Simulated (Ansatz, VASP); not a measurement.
## ZnS in VASP and in Ansatz

```
CELL_PARAMETERS angstrom
3.80680 0.00000 0.00000
-1.90340 3.29679 0.00000
0.00000 0.00000 6.24577
ATOMIC_POSITIONS crystal
Zn 0.33333 0.66667 0.00539
Zn 0.66667 0.33333 0.50539
S 0.33333 0.66667 0.37961
S 0.66667 0.33333 0.87961
```

Alike in both runs: functional r2SCAN; k mesh 6 × 6 × 4; no spin polarisation.

Ansatz relaxed the structure, and its values are those at the end. VASP's run is a single point on that final structure, the one shown.

```csv
,VASP,Ansatz
version,VASP 6.6.1,Ansatz 0.2.0
potentials or method,"VASP PAW PBE potentials, release 64 (Zn, S)","plane waves, PAW"
plane-wave cutoff (eV),520,500
occupations,"gaussian, width 0.01 eV",fixed
valence electrons in the cell,36,36
```

```csv
,VASP,Ansatz,Ansatz less VASP
pressure (GPa),0.0,0.0,-0.04
```

VASP's potentials were made for PBE, not for r2SCAN.
